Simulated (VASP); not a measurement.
# NiPt2 (Pn-3m) in VASP: further runs

NiPt2 is run at these levels: r2SCAN; tasks: single point, relaxation of cell and atoms.

Program: VASP 6.6.1. These are calculated values, not measurements. Logs are shortened: lines on timing, memory, paths and dates and some standing lists are left out, and cuts for length are marked.

## (1) The cell of the first run

Symmetry: Pn-3m, No. 224, cubic system. Conventional cell: a = 5.086 Å, b = 5.086 Å, c = 5.086 Å, α = 90.00°, β = 90.00°, γ = 90.00°. Within 2.9 Å of Ni (site symmetry -43m) lie 4 Pt at 2.20 Å. Pt (site symmetry -3m) has 2 Ni at 2.20 Å within 2.9 Å.

## (2) Single point, r2SCAN

POSCAR reads:

```
NiPt2
1.0
    5.0862968937      0.0000000000      0.0000000000
    0.0000000000      5.0862968937      0.0000000000
    0.0000000000      0.0000000000      5.0862968937
Ni Pt
2 4
Direct
    0.0000000000      0.0000000000      0.0000000000
    0.5000000000      0.5000000000      0.5000000000
    0.2500000000      0.2500000000      0.2500000000
    0.2500000000      0.7500000000      0.7500000000
    0.7500000000      0.7500000000      0.2500000000
    0.7500000000      0.2500000000      0.7500000000
```

INCAR.step1 reads:

```
ALGO = Normal
EDIFF = 1E-4
ENCUT = 520
GGA = PE
ISMEAR = 0
LASPH = True
LCHARG = False
LREAL = False
LWAVE = True
NBANDS = 39
NELM = 80
PREC = Accurate
SIGMA = 0.1
```

INCAR.step2 reads:

```
ALGO = Normal
EDIFF = 1E-6
ENCUT = 520
ISIF = 2
ISMEAR = 0
ISTART = 1
LASPH = True
LCHARG = True
LELF = True
LMIXTAU = True
LREAL = False
LVHAR = True
LWAVE = False
METAGGA = R2SCAN
NBANDS = 39
NELM = 80
PREC = Accurate
SIGMA = 0.1
```

KPOINTS reads:

```
k-points
0
Gamma
  4 4 4
```

Potentials or basis: VASP PAW PBE potentials, release 64 (Ni, Pt).

On the command line:

```sh
cat potpaw_PBE.64/Ni/POTCAR potpaw_PBE.64/Pt/POTCAR > POTCAR
cp INCAR.step1 INCAR
mpirun -np 1 vasp_std > vasp.out
cp INCAR.step2 INCAR
mpirun -np 1 vasp_std > vasp.out
```

OUTCAR:

```text
EDIFF = 1E-6
   ENCUT = 520
   ISIF = 2
   ISMEAR = 0
   ISTART = 1
   LASPH = True
   LREAL = False
   METAGGA = R2SCAN
   NELM = 80
   PREC = Accurate

 ion  position               nearest neighbor table
   1  0.000  0.000  0.000-   3 2.20   4 2.20   5 2.20   6 2.20
   2  0.500  0.500  0.500-   3 2.20   4 2.20   5 2.20   6 2.20
   3  0.250  0.250  0.250-   1 2.20   2 2.20
   4  0.250  0.750  0.750-   1 2.20   2 2.20
   5  0.750  0.750  0.250-   1 2.20   2 2.20
   6  0.750  0.250  0.750-   1 2.20   2 2.20

  LATTYP: Found a simple cubic cell.
 ALAT       =     5.0862968937

  Lattice vectors:

 A1 = (   5.0862968937,   0.0000000000,   0.0000000000)
 A2 = (   0.0000000000,   5.0862968937,   0.0000000000)
 A3 = (   0.0000000000,   0.0000000000,   5.0862968937)

Analysis of symmetry for initial positions (statically):
=====================================================================
 Subroutine PRICEL returns:
 Original cell was already a primitive cell.

 Routine SETGRP: Setting up the symmetry group for a
 simple cubic supercell.

 Subroutine GETGRP returns: Found 48 space group operations
 (whereof 24 operations were pure point group operations)
 out of a pool of 48 trial point group operations.

The static configuration has the point symmetry T_d .
 The point group associated with its full space group is O_h .

Analysis of symmetry for dynamics (positions and initial velocities):
=====================================================================
 Subroutine PRICEL returns:
 Original cell was already a primitive cell.

 Routine SETGRP: Setting up the symmetry group for a
 simple cubic supercell.

 Subroutine GETGRP returns: Found 48 space group operations
 (whereof 24 operations were pure point group operations)
 out of a pool of 48 trial point group operations.

The dynamic configuration has the point symmetry T_d .
 The point group associated with its full space group is O_h .

 Subroutine INISYM returns: Found 48 space group operations
 (whereof 24 operations are pure point group operations),
 and found     1 'primitive' translations

----------------------------------------------------------------------------------------

                                     Primitive cell

  volume of cell :     131.5846

  direct lattice vectors                    reciprocal lattice vectors
     5.086296894  0.000000000  0.000000000     0.196606691  0.000000000  0.000000000
     0.000000000  5.086296894  0.000000000     0.000000000  0.196606691  0.000000000
     0.000000000  0.000000000  5.086296894     0.000000000  0.000000000  0.196606691

  length of vectors
     5.086296894  5.086296894  5.086296894     0.196606691  0.196606691  0.196606691

  position of ions in fractional coordinates (direct lattice)
     0.000000000  0.000000000  0.000000000
     0.500000000  0.500000000  0.500000000
     0.250000000  0.250000000  0.250000000
     0.250000000  0.750000000  0.750000000
     0.750000000  0.750000000  0.250000000
     0.750000000  0.250000000  0.750000000

  ion indices of the primitive-cell ions
   primitive index   ion index
                 1           1
                 2           2
                 3           3
                 4           4
                 5           5
                 6           6

----------------------------------------------------------------------------------------

 KPOINTS: k-points

Automatic generation of k-mesh.
 Grid dimensions read from file:
 generate k-points for:    4    4    4

 Generating k-lattice:

  Cartesian coordinates                     Fractional coordinates (reciprocal lattice)
     0.049151673  0.000000000  0.000000000     0.250000000  0.000000000  0.000000000
     0.000000000  0.049151673  0.000000000     0.000000000  0.250000000  0.000000000
     0.000000000  0.000000000  0.049151673     0.000000000  0.000000000  0.250000000

  Length of vectors
     0.049151673  0.049151673  0.049151673

  Shift w.r.t. Gamma in fractional coordinates (k-lattice)
     0.000000000  0.000000000  0.000000000

 Subroutine IBZKPT returns following result:
 ===========================================

 Found     10 irreducible k-points:

 Following reciprocal coordinates:
            Coordinates               Weight
  0.000000  0.000000  0.000000      1.000000
  0.250000  0.000000  0.000000      6.000000
  0.500000  0.000000  0.000000      3.000000
  0.250000  0.250000  0.000000     12.000000
  0.500000  0.250000  0.000000     12.000000
  0.500000  0.500000  0.000000      3.000000
  0.250000  0.250000  0.250000      8.000000
  0.500000  0.250000  0.250000     12.000000
  0.500000  0.500000  0.250000      6.000000
  0.500000  0.500000  0.500000      1.000000
   k-points           NKPTS =     10   k-points in BZ     NKDIM =     10   number of bands    NBANDS=     39
   number of dos      NEDOS =    301   number of ions     NIONS =      6
   total plane-waves  NPLWV =  64000
   dimension x,y,z NGX =    40 NGY =   40 NGZ =   40
   dimension x,y,z NGXF=    80 NGYF=   80 NGZF=   80
   ions per type =               2   4
   NGX,Y,Z   is equivalent  to a cutoff of  13.07, 13.07, 13.07 a.u.
   NGXF,Y,Z  is equivalent  to a cutoff of  26.15, 26.15, 26.15 a.u.
 SYSTEM =  unknown system
   PREC   = accura    normal or accurate (medium, high low for compatibility)
   ISTART =      1    job   : 0-new  1-cont  2-samecut
   ICHARG =      0    charge: 1-file 2-atom 10-const
   ISPIN  =      1    spin polarized calculation?
   LNONCOLLINEAR =      F non collinear calculations
   LSORBIT =      F    spin-orbit coupling
   LASPH  =      T    aspherical Exc in radial PAW
   ENCUT  =  520.0 eV  38.22 Ry    6.18 a.u.   9.46  9.46  9.46*2*pi/ulx,y,z
   NELM   =     80;   NELMIN=  2; NELMDL=  0     # of ELM steps
   EDIFF  = 0.1E-05   stopping-criterion for ELM
   LREAL  =      F    real-space projection
   EDIFFG = 0.1E-04   stopping-criterion for IOM
   NSW    =      0    number of steps for IOM
   IBRION =     -1    ionic relax: 0-MD 1-quasi-New 2-CG
   NFREE  =      0    steps in history (QN), initial steepest desc. (CG)
   ISIF   =      2    stress and relaxation
   ISYM   =      2    0-nonsym 1-usesym 2-fastsym
   POTIM  = 0.5000    time-step for ionic-motion
   TEBEG  =    0.0;   TEEND  =   0.0 temperature during run
   PSTRESS=    0.0 pullay stress
   NELECT =      60.0000    total number of electrons
   NUPDOWN=      -1.0000    fix difference up-down
   EMIN   =  10.00;   EMAX   =-10.00  energy-range for DOS
   EFERMI =   0.00;   METHOD = LEGACY
   ISMEAR =     0;   SIGMA  =   0.10  broadening in eV -4-tet -1-fermi 0-gaus
   EFERMI_NEDOS =   21; number of points for ismear=-14 and -15
   IALGO  =     38    algorithm
   IMIX   =      4    mixing-type and parameters
     AMIX     =   0.40;   BMIX     =  1.00
     AMIX_MAG =   1.60;   BMIX_MAG =  1.00
  volume/ion in A,a.u.               =      21.93       148.00
  Fermi-wavevector in a.u.,A,eV,Ry     =   1.260057  2.381163 21.602565  1.587744
  Thomas-Fermi vector in A             =   2.393586
   LORBIT       =      0    0 simple, 1 ext, 2 COOP (PROOUT), +10 PAW based schemes
   METAGGA = R2SCAN    functional components
   LHFCALC =     F    Hartree Fock is set to
   AEXX    =    0.0000 exact exchange contribution
   IVDW    =     0    specifies the selected vdW correction
   LEPSILON=     F    determine dielectric tensor
   LRPA    =     F    only Hartree local field effects (RPA)
 non-spin polarized calculation
 Gauss-broadening in eV      SIGMA  =   0.10
  energy-cutoff  :      520.00
  volume of cell :      131.58
 maximum number of plane-waves:      3575
 NGX is ok and might be reduce to    40
   NGX = 19   NGY = 19   NGZ = 19

 number of electron      60.0000001 magnetization

 Free energy of the ion-electron system (eV)
  ---------------------------------------------------
  ext. energy  EPLUGINS =         0.00000000
  ---------------------------------------------------
  free energy    TOTEN  =      -218.98329949 eV

  energy without entropy =     -218.92331402  energy(sigma->0) =     -218.95330676

 E-fermi :   4.1250     XC(G=0): -11.1002

 val. band max:        4.1221249362   @ k =   0.5000   0.5000   0.0000
 cond. band min:       4.1645677143   @ k =   0.5000   0.5000   0.2500
 fundamental gap:      0.0424427781
 Fermi energy:         4.1250041110

 k-point     1 :       0.0000    0.0000    0.0000
  band No.  band energies     occupation
      1      -2.6712      2.00000
      2      -0.6832      2.00000
      3      -0.6832      2.00000
      4      -0.6832      2.00000
      5      -0.3384      2.00000
      6      -0.3384      2.00000
[... 31 lines left out ...]
     38       9.5836      0.00000
     39       9.5836      0.00000

 k-point     2 :       0.2500    0.0000    0.0000
  band No.  band energies     occupation
      1      -2.3214      2.00000
      2      -0.7810      2.00000
      3      -0.6391      2.00000
      4      -0.6391      2.00000
      5      -0.2157      2.00000
      6      -0.1678      2.00000
[... 31 lines left out ...]
     38       9.8172      0.00000
     39       9.8172      0.00000

 k-point     3 :       0.5000    0.0000    0.0000
  band No.  band energies     occupation
      1      -1.4551      2.00000
      2      -1.4551      2.00000
      3      -0.5973      2.00000
      4      -0.5973      2.00000
      5      -0.0333      2.00000
      6      -0.0333      2.00000
[... 31 lines left out ...]
     38       9.4693      0.00000
     39       9.8386      0.00000

 k-point     4 :       0.2500    0.2500    0.0000
  band No.  band energies     occupation
      1      -2.0345      2.00000
      2      -0.9088      2.00000
      3      -0.6380      2.00000
      4      -0.6160      2.00000
      5      -0.1150      2.00000
      6      -0.0656      2.00000
[... 31 lines left out ...]
     38      10.1307      0.00000
     39      10.1846      0.00000
[... 166 lines left out ...]
     38       9.2721      0.00000
     39      11.5792      0.00000

 k-point     9 :       0.5000    0.5000    0.2500
  band No.  band energies     occupation
      1      -1.6481      2.00000
      2      -0.8641      2.00000
      3      -0.6187      2.00000
      4      -0.6187      2.00000
      5      -0.1775      2.00000
      6      -0.0523      2.00000
[... 31 lines left out ...]
     38       7.5650      0.00000
     39      12.8415      0.00000

 k-point    10 :       0.5000    0.5000    0.5000
  band No.  band energies     occupation
      1      -1.7523      2.00000
      2      -0.6325      2.00000
      3      -0.6325      2.00000
      4      -0.6325      2.00000
      5      -0.2388      2.00000
      6      -0.2388      2.00000
[... 31 lines left out ...]
     38       6.0039      0.00000
     39      14.5215      0.00000

------------------------ aborting loop because EDIFF is reached ----------------------------------------

  FORCE on cell =-STRESS in cart. coord.  units (eV):
  Direction    XX          YY          ZZ          XY          YZ          ZX
  --------------------------------------------------------------------------------------
  -------------------------------------------------------------------------------------
  Total       -0.1374447     -0.1374447     -0.1374447      0.0000000     -0.0000000      0.0000000
  in kB       -1.6735297     -1.6735297     -1.6735297      0.0000000     -0.0000000      0.0000000
  external PRESSURE =      -1.6735297 kB  Pullay stress =       0.0000000 kB

 VOLUME and BASIS-vectors are now :
 -----------------------------------------------------------------------------
  energy-cutoff  :      520.00
  volume of cell :      131.58
      direct lattice vectors                 reciprocal lattice vectors
     5.086296894  0.000000000  0.000000000     0.196606691  0.000000000  0.000000000
     0.000000000  5.086296894  0.000000000     0.000000000  0.196606691  0.000000000
     0.000000000  0.000000000  5.086296894     0.000000000  0.000000000  0.196606691

 POSITION                                       TOTAL-FORCE (eV/Angst)
 -----------------------------------------------------------------------------------
      0.00000      0.00000      0.00000        -0.000000     -0.000000     -0.000000
      2.54315      2.54315      2.54315        -0.000000     -0.000000      0.000000
      1.27157      1.27157      1.27157         0.000000      0.000000      0.000000
      1.27157      3.81472      3.81472        -0.000000      0.000000     -0.000000
      3.81472      3.81472      1.27157         0.000000      0.000000     -0.000000
      3.81472      1.27157      3.81472        -0.000000     -0.000000      0.000000
 -----------------------------------------------------------------------------------
    total drift:                                0.000000      0.000000     -0.000000

  FREE ENERGIE OF THE ION-ELECTRON SYSTEM (eV)
  ---------------------------------------------------
  free  energy   TOTEN  =      -218.9832994884 eV

  energy  without entropy=     -218.9233140240  energy(sigma->0) =     -218.95330676
```

It took 1.9 min on 1 thread of AMD EPYC 9R45 (Zen 5), shared host; peak memory 0.24 GiB.

What came out:

| Item | Value |
| --- | --- |
| Free energy | -218.9833 eV |
| Pressure | -0.2 GPa |
| Band gap on the k mesh | zero (bands 30 and 31 overlap by 0.48 eV) |

Levels at points of the mesh, in eV from the Fermi level:
```
           k point  band 28  band 29  band 30  band 31  band 32  band 33
(0.00, 0.00, 0.00)     0.18     0.18     0.41     0.41     0.41     2.58
(0.50, 0.00, 0.00)    -0.56    -0.33    -0.33     0.08     0.08     1.92
(0.50, 0.50, 0.00)    -0.71    -0.34    -0.34     0.00     0.00     0.36
(0.50, 0.50, 0.50)     0.16     0.16     0.17     0.17     0.73     0.73
```

Caveat: the PAW data sets were made with another functional, which shifts forces and pressure a little; spin-orbit coupling is left out, which moves the levels of the heavy elements.

(Continued in part 2 of 2.)

The gap in the log of VASP goes by the Fermi energy; the results here count the filled bands.